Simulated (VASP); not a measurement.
# TiO2 (P3_121) in VASP: notebook, part 3 of 3

VASP 6.6.1. The steps go on from the part before.

## 6. Single point, r2SCAN

This run uses another cell than the first one, of 18.24 Å³/atom.

Input file POSCAR:

```
TiO2
1.0
    5.5822227355      0.0000000000      0.0000000000
   -2.7911113678      4.8343466985      0.0000000000
    0.0000000000      0.0000000000      6.0824678800
Ti O
3 6
Direct
    0.4669367500      0.0000000000      0.3333333333
    0.0000000000      0.4669367500      0.6666666667
    0.5330632500      0.5330632500      0.0000000000
    0.5810657200      0.8514331800      0.1206639333
    0.7296325400      0.1485668200      0.5460027333
    0.2703674600      0.4189342800      0.7873306000
    0.8514331800      0.5810657200      0.8793360667
    0.1485668200      0.7296325400      0.4539972667
    0.4189342800      0.2703674600      0.2126694000
```

Input file INCAR.step1:

```
SYSTEM = TiO2
ALGO = Normal
EDIFF = 1E-4
ENCUT = 520
GGA = PE
ISMEAR = -1
LASPH = .True.
LCHARG = .False.
LREAL = .False.
LWAVE = .True.
NBANDS = 46
NELM = 60
PREC = Accurate
SIGMA = 0.05
```

Input file INCAR.step2:

```
SYSTEM = TiO2
ALGO = Normal
EDIFF = 1E-6
ENCUT = 520
ISIF = 2
ISMEAR = -1
ISTART = 1
LASPH = .True.
LCHARG = .False.
LMIXTAU = .True.
LREAL = .False.
LWAVE = .False.
METAGGA = R2SCAN
NBANDS = 46
NELM = 60
PREC = Accurate
SIGMA = 0.05
```

Input file KPOINTS:

```
k-points
0
Gamma
  5 5 4
  0 0 0
```

Potentials or basis: VASP PAW PBE potentials, release 64 (Ti_sv, O).

Run with:

```bash
cat potpaw_PBE.64/Ti_sv/POTCAR potpaw_PBE.64/O/POTCAR > POTCAR
cp INCAR.step1 INCAR
mpirun -np 1 vasp_std > vasp.out
cp INCAR.step2 INCAR
mpirun -np 1 vasp_std > vasp.out
```

OUTCAR:

```text
SYSTEM = TiO2
   EDIFF = 1E-6
   ENCUT = 520
   ISIF = 2
   ISMEAR = -1
   ISTART = 1
   LASPH = .True.
   LREAL = .False.
   METAGGA = R2SCAN
   NELM = 60
   PREC = Accurate

 ion  position               nearest neighbor table
   1  0.467  0.000  0.333-   9 1.81   8 1.81   5 1.82   4 1.82
   2  0.000  0.467  0.667-   6 1.81   5 1.81   8 1.82   7 1.82
   3  0.533  0.533  0.000-   7 1.81   4 1.81   6 1.82   9 1.82
   4  0.581  0.851  0.121-   3 1.81   1 1.82
   5  0.730  0.149  0.546-   2 1.81   1 1.82
   6  0.270  0.419  0.787-   2 1.81   3 1.82
[... 1043 lines left out ...]
  in kB       -2.8602737     -2.8602737     -2.6285148      0.0000000      0.0000000      0.0000000
  external PRESSURE =      -2.7830207 kB  Pullay stress =       0.0000000 kB

 VOLUME and BASIS-vectors are now :
 -----------------------------------------------------------------------------
  energy-cutoff  :      520.00
  volume of cell :      164.14
      direct lattice vectors                 reciprocal lattice vectors
     5.582222736  0.000000000  0.000000000     0.179140111  0.103426591  0.000000000
    -2.791111368  4.834346699  0.000000000     0.000000000  0.206853183  0.000000000
     0.000000000  0.000000000  6.082467880     0.000000000  0.000000000  0.164406951

 POSITION                                       TOTAL-FORCE (eV/Angst)
 -----------------------------------------------------------------------------------
      2.60654      0.00000      2.02749        -0.002582      0.000000      0.000000
     -1.30327      2.25733      4.05498         0.001291     -0.002236      0.000000
      1.48784      2.57701      0.00000         0.001291      0.002236      0.000000
      0.86719      4.11612      0.73393        -0.013282     -0.011771      0.005720
      3.65830      0.71822      3.32104        -0.013282      0.011771     -0.005720
      0.33996      2.02527      4.78891        -0.003553      0.017388      0.005720
      3.13107      2.80907      5.34853        -0.003553     -0.017388     -0.005720
     -1.20715      3.52730      2.76142         0.016835     -0.005617      0.005720
      1.58396      1.30705      1.29355         0.016835      0.005617     -0.005720
 -----------------------------------------------------------------------------------
    total drift:                                0.000001      0.000001     -0.000000

  FREE ENERGIE OF THE ION-ELECTRON SYSTEM (eV)
  ---------------------------------------------------
  free  energy   TOTEN  =      -103.4442738866 eV

  energy  without entropy=     -103.4442738866  energy(sigma->0) =     -103.44427389
```

OSZICAR.step1:

```text
N       E                     dE             d eps       ncg     rms          rms(c)
DAV:   1     0.103476226233E+04    0.10348E+04   -0.36497E+04  1628   0.166E+03
DAV:   2     0.655767688952E+02   -0.96919E+03   -0.93104E+03  1866   0.507E+02
DAV:   3    -0.912019470116E+02   -0.15678E+03   -0.15572E+03  2076   0.204E+02
DAV:   4    -0.104148774892E+03   -0.12947E+02   -0.12929E+02  2720   0.557E+01
DAV:   5    -0.104886130890E+03   -0.73736E+00   -0.73719E+00  2280   0.955E+00    0.432E+01
DAV:   6    -0.811189019312E+02    0.23767E+02   -0.18178E+02  2428   0.997E+01    0.177E+01
DAV:   7    -0.806398715123E+02    0.47903E+00   -0.42953E+01  2290   0.401E+01    0.123E+01
DAV:   8    -0.804018679604E+02    0.23800E+00   -0.43605E+00  2058   0.173E+01    0.335E+00
DAV:   9    -0.803884175251E+02    0.13450E-01   -0.71203E-01  2498   0.558E+00    0.139E+00
DAV:  10    -0.803923936393E+02   -0.39761E-02   -0.13459E-01  2084   0.304E+00    0.620E-01
DAV:  11    -0.803919117020E+02    0.48194E-03   -0.15631E-02  1944   0.103E+00    0.142E-01
DAV:  12    -0.803923626733E+02   -0.45097E-03   -0.18063E-03  2114   0.276E-01    0.108E-01
DAV:  13    -0.803923106623E+02    0.52011E-04   -0.46290E-04  1616   0.157E-01
   1 F= -.80392311E+02 E0= -.80392311E+02  d E =-.128996E-10
```

Run time: 6.2 min. Hardware: 1 thread of Intel Xeon 6975P-C (Granite Rapids), shared host; peak memory 0.35 GiB.

Results:

```yaml
Free_energy: -103.4443 eV
Pressure: -0.3 GPa
Largest_force: 0.019 eV/Å
Band_gap_on_the_k_mesh: 4.01 eV
```

Forces in eV/Å, atoms in the order of the input:
```
Ti  -0.003  0.000  0.000
Ti   0.001 -0.002  0.000
Ti   0.001  0.002  0.000
O   -0.013 -0.012  0.006
O   -0.013  0.012 -0.006
O   -0.004  0.017  0.006
O   -0.004 -0.017 -0.006
O    0.017 -0.006  0.006
O    0.017  0.006 -0.006
```

Levels at points of the mesh, in eV from the valence-band top:
| k point | band 32 | band 33 | band 34 | band 35 | band 36 | band 37 | band 38 | band 39 | band 40 | band 41 |
| --- | --- | --- | --- | --- | --- | --- | --- | --- | --- | --- |
| (0.00, 0.00, 0.00) | -0.83 | -0.83 | -0.32 | -0.31 | -0.31 | 4.06 | 4.61 | 4.61 | 5.05 | 5.05 |
| (0.00, 0.00, 0.50) | -1.04 | -0.61 | -0.05 | -0.05 | 0.00 | 4.01 | 4.41 | 4.41 | 4.78 | 4.86 |

Caveat: the PAW data sets were made with another functional, which shifts forces and pressure a little; an odd mesh through Γ misses points on the zone boundary, where band edges can lie.

## 7. Summary

| level | potentials or basis | cell | k mesh | cutoff (eV) | gap on the mesh (eV) | pressure (GPa) | largest force (eV/Å) |
| --- | --- | --- | --- | --- | --- | --- | --- |
| RPBE+D3(BJ) | VASP PAW PBE potentials, release 64 (Ti_sv, O_h) | a = 4.457, b = 4.457, c = 5.440 Å, angles 90.0, 90.0, 120.0°, 9 atoms, atomic positions A | 6 × 6 × 5 | 910 | 2.55 | 0.0 | 0.05 |
| PBE | VASP PAW PBE potentials, release 64 (Ti_sv, O) | a = 5.131, b = 5.131, c = 5.757 Å, angles 90.0, 90.0, 120.0°, 9 atoms, atomic positions B | 5 × 5 × 4 | 520 | 3.59 | 5.6 | 0.07 |
| r2SCAN+rVV10 | VASP PAW PBE potentials, release 64 (Ti_sv, O) | a = 5.396, b = 5.396, c = 5.885 Å, angles 90.0, 90.0, 120.0°, 9 atoms, atomic positions C | 6 × 6 × 5 | 520 | 4.13 | 0.9 | 0.08 |
| r2SCAN+D3(BJ) | VASP PAW PBE potentials, release 64 (Ti_sv, O) | a = 5.420, b = 5.420, c = 5.909 Å, angles 90.0, 90.0, 120.0°, 9 atoms, atomic positions D | 6 × 6 × 5 | 520 | 4.14 | 0.8 | 0.08 |
| r2SCAN | VASP PAW PBE potentials, release 64 (Ti_sv, O) | a = 5.582, b = 5.582, c = 6.082 Å, angles 90.0, 90.0, 120.0°, 9 atoms, atomic positions E | 5 × 5 × 4 | 520 | 4.01 | -0.3 | 0.02 |

Alike in all rows: task single point; no spin polarisation; smearing fermi-dirac 0.05 eV.

Caveats: an odd mesh through Γ misses points on the zone boundary, where band edges can lie; the PAW data sets were made with another functional, which shifts forces and pressure a little (at least some runs); the cutoff is under 1.25 times the usual one of these potentials, so pressure, stress and relaxed cells hold a basis-set (Pulay) error (at least some runs); the cell stands under pressure (at least some runs).

Absolute energies hang on the potentials; compare differences alone.
